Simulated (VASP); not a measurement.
# ScAlN2 (R-3m) in VASP: single point with PBE

Aim: the single point of ScAlN2 with PBE.

Program: VASP 6.6.1. These are calculated values, not measurements. Logs are shortened: lines on timing, memory, paths and dates and some standing lists are left out, and cuts for length are marked.

**1. The cell of the first run**

The structure is trigonal, space group R-3m (No. 166). The conventional cell has a = 3.055 Å, b = 3.055 Å, c = 14.808 Å, α = 90.00°, β = 90.00°, γ = 120.00°. Sc (site symmetry -3m) has 6 N at 2.21 Å within 2.9 Å. Within 2.8 Å of Al (site symmetry -3m) lie 6 N at 2.10 Å. N (site symmetry 3m) has 3 Al at 2.10 Å and 3 Sc at 2.21 Å and 3 N at 2.88 Å within 2.9 Å.

**2. Single point, PBE**

INCAR

```
SYSTEM = ScAlN2
  ALGO = Normal
  EDIFF = 1E-6
  ENCUT = 1330
  GGA = PE
  GGA_COMPAT = .FALSE.
  ISIF = 2
  ISMEAR = 0
  LASPH = .TRUE.
  LCHARG = .TRUE.
  LELF = .TRUE.
  LREAL = .FALSE.
  LVHAR = .TRUE.
  LWAVE = .FALSE.
  NBANDS = 20
  NELM = 120
  PREC = Accurate
  SIGMA = 0.02
```

KPOINTS

```
k-points
0
G
  12 12 12
  0 0 0
```

POSCAR

```
ScAlN2
1.0
    1.5276657506      0.8819982324      4.9360877520
   -1.5276657506      0.8819982324      4.9360877520
    0.0000000000     -1.7639964647      4.9360877520
Sc Al N
1 1 2
Direct
    0.0000000000      0.0000000000      0.0000000000
    0.5000000000      0.5000000000      0.5000000000
    0.2435552767      0.2435552767      0.2435552767
    0.7564447233      0.7564447233      0.7564447233
```

Potentials or basis: VASP PAW PBE potentials, release 64 (Sc_sv, Al, N_h).

On the command line:

```bash
$ cat potpaw_PBE.64/Sc_sv/POTCAR potpaw_PBE.64/Al/POTCAR potpaw_PBE.64/N_h/POTCAR > POTCAR
$ mpirun -np 1 vasp_std > vasp.out
```

OUTCAR:

```text
SYSTEM = ScAlN2
   EDIFF = 1E-6
   ENCUT = 1330
   GGA = PE
   ISIF = 2
   ISMEAR = 0
   LASPH = .TRUE.
   LREAL = .FALSE.
   NELM = 120
   PREC = Accurate

 ion  position               nearest neighbor table
   1  0.000  0.000  0.000-   4 2.21   4 2.21   3 2.21   3 2.21   4 2.21   3 2.21   2 3.03   2 3.03
                             2 3.03   2 3.03   2 3.03   2 3.03
   2  0.500  0.500  0.500-   3 2.10   3 2.10   4 2.10   4 2.10   3 2.10   4 2.10   1 3.03   1 3.03
                             1 3.03   1 3.03   1 3.03   1 3.03
   3  0.244  0.244  0.244-   2 2.10   2 2.10   2 2.10   1 2.21   1 2.21   1 2.21
   4  0.756  0.756  0.756-   2 2.10   2 2.10   2 2.10   1 2.21   1 2.21   1 2.21

  LATTYP: Found a trigonal (rhomboedric) cell.
 ALAT       =     5.2418170345
 COS(alpha) =     0.8301275446

  Lattice vectors:

 A1 = (   1.5276657506,   0.8819982324,   4.9360877520)
 A2 = (  -1.5276657506,   0.8819982324,   4.9360877520)
 A3 = (   0.0000000000,  -1.7639964647,   4.9360877520)

Analysis of symmetry for initial positions (statically):
=====================================================================
 Subroutine PRICEL returns:
 Original cell was already a primitive cell.

 Routine SETGRP: Setting up the symmetry group for a
 trigonal (rhombohedral) supercell.

 Subroutine GETGRP returns: Found 12 space group operations
 (whereof 12 operations were pure point group operations)
 out of a pool of 12 trial point group operations.

The static configuration has the point symmetry D_3d.

Analysis of symmetry for dynamics (positions and initial velocities):
=====================================================================
 Subroutine PRICEL returns:
 Original cell was already a primitive cell.

 Routine SETGRP: Setting up the symmetry group for a
 trigonal (rhombohedral) supercell.

 Subroutine GETGRP returns: Found 12 space group operations
 (whereof 12 operations were pure point group operations)
 out of a pool of 12 trial point group operations.

The dynamic configuration has the point symmetry D_3d.

 Subroutine INISYM returns: Found 12 space group operations
 (whereof 12 operations are pure point group operations),
 and found     1 'primitive' translations

----------------------------------------------------------------------------------------

                                     Primitive cell

  volume of cell :      39.9053

  direct lattice vectors                    reciprocal lattice vectors
     1.527665751  0.881998232  4.936087752     0.327296727  0.188964853  0.067529864
    -1.527665751  0.881998232  4.936087752    -0.327296727  0.188964853  0.067529864
     0.000000000 -1.763996465  4.936087752     0.000000000 -0.377929707  0.067529864

  length of vectors
     5.241817034  5.241817034  5.241817034     0.383915545  0.383915545  0.383915545

  position of ions in fractional coordinates (direct lattice)
     0.000000000  0.000000000  0.000000000
     0.500000000  0.500000000  0.500000000
     0.243555277  0.243555277  0.243555277
     0.756444723  0.756444723  0.756444723

  ion indices of the primitive-cell ions
   primitive index   ion index
                 1           1
                 2           2
                 3           3
                 4           4

----------------------------------------------------------------------------------------

 KPOINTS: k-points

Automatic generation of k-mesh.
 Grid dimensions read from file:
 generate k-points for:   12   12   12

 Generating k-lattice:

  Cartesian coordinates                     Fractional coordinates (reciprocal lattice)
     0.027274727  0.015747071  0.005627489     0.083333333 -0.000000000  0.000000000
    -0.027274727  0.015747071  0.005627489    -0.000000000  0.083333333  0.000000000
     0.000000000 -0.031494142  0.005627489     0.000000000  0.000000000  0.083333333

  Length of vectors
     0.031992962  0.031992962  0.031992962

  Shift w.r.t. Gamma in fractional coordinates (k-lattice)
     0.000000000  0.000000000  0.000000000

 Subroutine IBZKPT returns following result:
 ===========================================

 Found    189 irreducible k-points:

 Following reciprocal coordinates:
            Coordinates               Weight
  0.000000  0.000000  0.000000      1.000000
  0.083333  0.000000 -0.000000      6.000000
  0.166667 -0.000000 -0.000000      6.000000
  0.250000 -0.000000 -0.000000      6.000000
  0.333333 -0.000000  0.000000      6.000000
  0.416667  0.000000 -0.000000      6.000000
[... 16 lines left out ...]
  0.500000  0.166667  0.000000     12.000000
 -0.416667  0.166667  0.000000     12.000000
 [... further k-points ...]
   k-points           NKPTS =    189   k-points in BZ     NKDIM =    189   number of bands    NBANDS=     20
   number of dos      NEDOS =    301   number of ions     NIONS =      4
   total plane-waves  NPLWV = 262144
   dimension x,y,z NGX =    64 NGY =   64 NGZ =   64
   dimension x,y,z NGXF=   128 NGYF=  128 NGZF=  128
   ions per type =               1   1   2
   NGX,Y,Z   is equivalent  to a cutoff of  20.30, 20.30, 20.30 a.u.
   NGXF,Y,Z  is equivalent  to a cutoff of  40.60, 40.60, 40.60 a.u.
 SYSTEM =  ScAlN2
   PREC   = accura    normal or accurate (medium, high low for compatibility)
   ISTART =      0    job   : 0-new  1-cont  2-samecut
   ICHARG =      2    charge: 1-file 2-atom 10-const
   ISPIN  =      1    spin polarized calculation?
   LNONCOLLINEAR =      F non collinear calculations
   LSORBIT =      F    spin-orbit coupling
   LASPH  =      T    aspherical Exc in radial PAW
   ENCUT  = 1330.0 eV  97.75 Ry    9.89 a.u.  15.59 15.59 15.59*2*pi/ulx,y,z
   NELM   =    120;   NELMIN=  2; NELMDL= -5     # of ELM steps
   EDIFF  = 0.1E-05   stopping-criterion for ELM
   LREAL  =      F    real-space projection
[... 7 lines left out ...]
   TEBEG  =    0.0;   TEEND  =   0.0 temperature during run
   PSTRESS=    0.0 pullay stress
   NELECT =      24.0000    total number of electrons
   NUPDOWN=      -1.0000    fix difference up-down
   EMIN   =  10.00;   EMAX   =-10.00  energy-range for DOS
   EFERMI =   0.00;   METHOD = LEGACY
   ISMEAR =     0;   SIGMA  =   0.02  broadening in eV -4-tet -1-fermi 0-gaus
   EFERMI_NEDOS =   21; number of points for ismear=-14 and -15
   IALGO  =     38    algorithm
   IMIX   =      4    mixing-type and parameters
     AMIX     =   0.40;   BMIX     =  1.00
     AMIX_MAG =   1.60;   BMIX_MAG =  1.00
  volume/ion in A,a.u.               =       9.98        67.32
  Fermi-wavevector in a.u.,A,eV,Ry     =   1.381874  2.611364 25.981364  1.909576
  Thomas-Fermi vector in A             =   2.506618
   LORBIT       =      0    0 simple, 1 ext, 2 COOP (PROOUT), +10 PAW based schemes
   GGA     = PE    functional components
   LHFCALC =     F    Hartree Fock is set to
   AEXX    =    0.0000 exact exchange contribution
   IVDW    =     0    specifies the selected vdW correction
   LEPSILON=     F    determine dielectric tensor
   LRPA    =     F    only Hartree local field effects (RPA)
 non-spin polarized calculation
 Gauss-broadening in eV      SIGMA  =   0.02
  energy-cutoff  :     1330.00
  volume of cell :       39.91
 maximum number of plane-waves:      4417
   NGX = 31   NGY = 31   NGZ = 31

 number of electron      24.0000000 magnetization

 Free energy of the ion-electron system (eV)
  ---------------------------------------------------
  ext. energy  EPLUGINS =         0.00000000
  ---------------------------------------------------
  free energy    TOTEN  =       -32.60857063 eV

  energy without entropy =      -32.60857063  energy(sigma->0) =      -32.60857063

 E-fermi :   7.9518     XC(G=0): -12.0390

 val. band max:        7.8715736222   @ k =   0.0000   0.0000   0.0000
 cond. band min:       8.6536291271   @ k =   0.5000   0.5000  -0.0000
 fundamental gap:      0.7820555048
 Fermi energy:         7.9518074150

 k-point     1 :       0.0000    0.0000    0.0000
  band No.  band energies     occupation
      1     -40.5223      2.00000
      2     -19.3388      2.00000
      3     -18.8822      2.00000
      4     -18.8822      2.00000
      5      -7.9471      2.00000
      6      -5.1046      2.00000
[... 12 lines left out ...]
     19      13.5403      0.00000
     20      18.9922      0.00000

 k-point     2 :       0.0833    0.0000   -0.0000
  band No.  band energies     occupation
      1     -40.5156      2.00000
      2     -19.3264      2.00000
      3     -18.9326      2.00000
      4     -18.8922      2.00000
      5      -7.8305      2.00000
      6      -5.1103      2.00000
[... 12 lines left out ...]
     19      14.3683      0.00000
     20      18.5160      0.00000

 k-point     3 :       0.1667   -0.0000   -0.0000
  band No.  band energies     occupation
      1     -40.4973      2.00000
      2     -19.2924      2.00000
      3     -19.0678      2.00000
      4     -18.9195      2.00000
      5      -7.5006      2.00000
      6      -5.1176      2.00000
[... 12 lines left out ...]
     19      15.4374      0.00000
     20      17.9049      0.00000

 k-point     4 :       0.2500   -0.0000   -0.0000
  band No.  band energies     occupation
      1     -40.4721      2.00000
      2     -19.2579      2.00000
      3     -19.2345      2.00000
      4     -18.9565      2.00000
      5      -7.0180      2.00000
      6      -5.1048      2.00000
[... 12 lines left out ...]
     19      16.2423      0.00000
     20      17.8606      0.00000

 k-point     5 :       0.3333   -0.0000    0.0000
  band No.  band energies     occupation
      1     -40.4468      2.00000
      2     -19.4221      2.00000
      3     -19.1961      2.00000
      4     -18.9932      2.00000
      5      -6.4924      2.00000
      6      -5.0521      2.00000
[... 12 lines left out ...]
     19      16.9483      0.00000
     20      17.7817      0.00000
[... 353 lines left out ...]
      6      -5.1767      2.00000
[... 12 lines left out ...]
     19      16.9439      0.00000
     20      17.3467      0.00000

 k-point    22 :       0.4167    0.1667   -0.0000
  band No.  band energies     occupation
      1     -40.4375      2.00000
      2     -19.4167      2.00000
      3     -19.1828      2.00000
      4     -19.0759      2.00000
      5      -6.2340      2.00000
      6      -5.0743      2.00000
[... 12 lines left out ...]
     19      17.3483      0.00000
     20      17.6880      0.00000

 k-point    23 :       0.5000    0.1667    0.0000
  band No.  band energies     occupation
      1     -40.4214      2.00000
      2     -19.4986      2.00000
      3     -19.1527      2.00000
      4     -19.1251      2.00000
      5      -5.8823      2.00000
      6      -4.9664      2.00000
[... 12 lines left out ...]
     19      17.5862      0.00000
     20      18.1623      0.00000

 k-point    24 :      -0.4167    0.1667    0.0000
  band No.  band energies     occupation
      1     -40.4154      2.00000
      2     -19.5280      2.00000
      3     -19.1469      2.00000
      4     -19.1379      2.00000
      5      -5.7094      2.00000
      6      -4.9771      2.00000
[... 12 lines left out ...]
     19      17.3101      0.00000
     20      18.1979      0.00000

 [... further k-points ...]
[... 5 lines left out ...]
  --------------------------------------------------------------------------------------
  -------------------------------------------------------------------------------------
  Total        0.1308866      0.1308866      0.1544148      0.0000000      0.0000000      0.0000000
  in kB        5.2550336      5.2550336      6.1996794      0.0000000      0.0000000      0.0000000
  external PRESSURE =       5.5699155 kB  Pullay stress =       0.0000000 kB

 VOLUME and BASIS-vectors are now :
 -----------------------------------------------------------------------------
  energy-cutoff  :     1330.00
  volume of cell :       39.91
      direct lattice vectors                 reciprocal lattice vectors
     1.527665751  0.881998232  4.936087752     0.327296727  0.188964853  0.067529864
    -1.527665751  0.881998232  4.936087752    -0.327296727  0.188964853  0.067529864
     0.000000000 -1.763996465  4.936087752     0.000000000 -0.377929707  0.067529864

 POSITION                                       TOTAL-FORCE (eV/Angst)
 -----------------------------------------------------------------------------------
      0.00000      0.00000      0.00000         0.000000      0.000000     -0.000000
      0.00000      0.00000      7.40413        -0.000000      0.000000     -0.000000
      0.00000      0.00000      3.60663         0.000000     -0.000000     -0.070119
      0.00000      0.00000     11.20163         0.000000      0.000000      0.070119
 -----------------------------------------------------------------------------------
    total drift:                                0.000000     -0.000000     -0.000000

  FREE ENERGIE OF THE ION-ELECTRON SYSTEM (eV)
  ---------------------------------------------------
  free  energy   TOTEN  =       -32.6085706348 eV

  energy  without entropy=      -32.6085706348  energy(sigma->0) =      -32.60857063
```

Run time: 47 min. Hardware: 1 thread of Intel Xeon Platinum 8259CL at 2.50GHz (Skylake/Cascade Lake), shared host; peak memory 1 GiB.

What came out:

```
Free energy            : -32.6086 eV
Pressure               : 0.6 GPa
Largest force          : 0.070 eV/Å
Band gap on the k mesh : 0.78 eV (least direct gap 2.60 eV)
```

Forces on the atoms (eV/Å):
```
Sc   0.000  0.000  0.000
Al   0.000  0.000  0.000
N    0.000  0.000 -0.070
N    0.000  0.000  0.070
```

Levels at points of the mesh, in eV from the valence-band top:
| k point | band 9 | band 10 | band 11 | band 12 | band 13 | band 14 | band 15 | band 16 |
| --- | --- | --- | --- | --- | --- | --- | --- | --- |
| (0.00, 0.00, 0.00) | -2.30 | -0.35 | -0.35 | 0.00 | 3.03 | 3.19 | 3.19 | 4.86 |
| (0.50, 0.00, 0.00) | -3.95 | -3.12 | -1.80 | -1.08 | 2.11 | 5.22 | 5.39 | 5.75 |
| (0.50, 0.50, 0.00) | -2.24 | -2.24 | -2.19 | -1.82 | 0.78 | 4.82 | 5.21 | 6.47 |
| (0.50, 0.50, 0.50) | -1.93 | -1.93 | -0.91 | -0.91 | 2.96 | 3.35 | 3.35 | 5.40 |

Caveat: semilocal functionals underestimate gaps, and a narrow one can read as zero. A k mesh can miss the band edges.
